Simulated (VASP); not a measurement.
Crystal: Li2S.

```
Li S
1.0
     0.00000    2.88651    2.88651
     2.88651    0.00000    2.88651
     2.88651    2.88651    0.00000
Li S
2 1
Cartesian
  1.4433 1.4433 1.4433
  4.3298 4.3298 4.3298
  0.0000 0.0000 0.0000
```

* Program: VASP 6.6.1
* Task: relaxation of cell and atoms
* Functional: PBE
* Potentials or basis: VASP PAW PBE potentials, release 64 (Li_sv, S)
* Cutoff: 750 eV
* k mesh: 5 × 5 × 5
* Occupations: tetrahedron
* Spin: no spin polarisation

At the start: pressure -1.5 GPa; volume 16.03 Å³/atom.

How do energy, volume and symmetry change on relaxing?

Over 3 steps the energy falls by 2.8 meV/atom and the volume is 15.45 Å³/atom (-3.7 %); space group Fm-3m (No. 225, to 0.05 Å).

The path:
```
step  energy change (eV)  largest force (eV/Å)  pressure (GPa)  volume (Å³)
   1              0.0000                0.0000           -1.45        48.10
   2             -0.0067                0.0000           -0.67        47.10
   3             -0.0083                0.0000           -0.02        46.34
```

Final structure:
```
Li S
1.0
     0.00000    2.85082    2.85082
     2.85082    0.00000    2.85082
     2.85082    2.85082    0.00000
Li S
2 1
Direct
  0.25000 0.25000 0.25000
  0.75000 0.75000 0.75000
  0.00000 0.00000 0.00000
```
